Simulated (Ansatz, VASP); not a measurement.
**Sb: VASP beside Ansatz**

INCAR

```
PREC     = Accurate       # precision mode
ENCUT    = 500            # plane-wave cutoff, eV
EDIFF    = 1E-6           # SCF threshold, eV
ISMEAR   = 1              # smearing method
SIGMA    = 0.043          # smearing width, eV
LREAL    = False          # projectors in reciprocal space
LASPH    = True           # aspherical terms in the spheres
NELM     = 120            # most SCF steps
ALGO     = Normal         # electronic algorithm
ISIF     = 2              # what is computed and relaxed
LWAVE    = False          # write WAVECAR
LCHARG   = False          # write CHGCAR
GGA      = PE             # functional
NBANDS   = 12             # bands
GGA_COMPAT= False
```

File KPOINTS:

```
Automatic mesh
0
Gamma
  2 2 2
```

File POSCAR:

```
Sb
1.0
    3.1224020000      0.0000000000      0.0000000000
    0.0000000000      4.3475180000      0.0000000000
   -0.0389150000      0.0000000000      4.4058520000
Sb
2
Direct
    0.9886110000      0.7500000000      0.7588340000
    0.0754422513      0.2500000000      0.2411660000
```

Input for Ansatz:

```yaml
crystal:
  lattice:
    - [3.122402, 0.0, 0.0]
    - [0.0, 4.347518, 0.0]
    - [-0.038915, 0.0, 4.405852]
  atoms:
    - { symbol: Sb, position: [0.988611, 0.75, 0.758834] }
    - { symbol: Sb, position: [0.0754422513, 0.25, 0.241166] }
basis: {}
kpoints:
  mp_grid: { grid: [2, 2, 2] }
hamiltonian:
  xc: pbe
scf:
  occupations: { method: cold, width: 0.043 }
output:
  forces: true
  stress: true
  eigenvalues: true
  populations: true
```

Alike in both runs: task single point; functional PBE; k mesh 2 × 2 × 2; no spin polarisation.

|  | VASP | Ansatz |
| --- | --- | --- |
| version | VASP 6.6.1 | Ansatz 0.2.0 |
| potentials or method | VASP PAW PBE potentials, release 64 (Sb) | scalar-relativistic, plane waves, PAW |
| plane-wave cutoff (eV) | 500 | 420 |
| occupations | methfessel-paxton of order 1, width 0.043 eV | cold, width 0.043 eV |
| valence electrons in the cell | 10 | 30 |

|  | VASP | Ansatz | Ansatz less VASP |
| --- | --- | --- | --- |
| pressure (GPa) | -1.2 | -1.2 | +0.05 |
| traceless stress, the component that is largest in VASP (GPa) | -27.68 | -27.52 | +0.161 |
| rms of the force components (eV/Å) | 0.396 | 0.389 | -0.0070 |

Atom by atom the forces differ by 0.007 eV/Å (rms over components). VASP's potentials hold 10 valence electrons a cell and Ansatz's 30, so a difference there can come from the potentials and not from the codes.

The k mesh is coarse, so the values compare programs but aren't converged. Neither program's run includes spin-orbit coupling.
